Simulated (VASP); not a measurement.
A run of VASP 6.6.1 is set up as follows.

The input INCAR:

```
SYSTEM = PrMgH
PREC = Accurate
ENCUT = 600
EDIFF = 1E-7
ISMEAR = 0
SIGMA = 0.1
LREAL = .FALSE.
LASPH = .TRUE.
NELM = 200
ALGO = Normal
ISIF = 3
LWAVE = .FALSE.
LCHARG = .FALSE.
GGA = PE
IBRION = 2
NSW = 100
EDIFFG = -0.01
GGA_COMPAT = .FALSE.
NELMIN = 4
LMAXMIX = 6
```

KPOINTS

```
regular mesh
0
G
  10 10 4
  0 0 0
```

Contents of POSCAR:

```
PrMgH
1.0
    3.5659376983      0.0000000000      0.0000000000
    0.0000000000      3.6042012826      0.0000000000
    0.0000000000      0.0000000000     10.6835262490
Pr Mg H
2 2 2
Direct
    0.0000000000      0.0000000000      0.0000000000
    0.5000000000      0.0000000000      0.5000000000
    0.0000000000      0.5000000000      0.2752867063
    0.0000000000      0.5000000000      0.7247132937
    0.5000000000      0.5000000000      0.3661470898
    0.5000000000      0.5000000000      0.6338529102
```

Potentials or basis: VASP PAW PBE potentials, release 64 (Pr_3, Mg, H), 4f in core.

Command:

```bash
$ cat potpaw_PBE.64/Pr_3/POTCAR potpaw_PBE.64/Mg/POTCAR potpaw_PBE.64/H/POTCAR > POTCAR
$ mpirun -np 1 vasp_std > vasp.out
```

Problem. What does it give for the relaxed volume?

Solution. 22.91 Å³/atom.

Problem. What does it give for the relaxed cell?

Solution. a = 3.591 Å, b = 3.590 Å, c = 10.663 Å, α = 90.00°, β = 90.00°, γ = 90.00°.

Problem. What does it give for the space group after relaxing (to 0.1 Å)?

Solution. Pmmm (No. 47).

Forces in eV/Å, atoms in the order of the input:
```
Pr   0.000  0.000  0.000
Pr   0.000  0.000  0.000
Mg   0.000  0.000  0.001
Mg   0.000  0.000 -0.001
H    0.000  0.000 -0.002
H    0.000  0.000  0.002
```

Caveat: spin-orbit coupling is left out, which moves the levels of the heavy elements; the 4f electrons are frozen in the core, so they carry no moment and show no levels. Spin polarisation is off, so any magnetic state and its effect on volume and gap are missing.
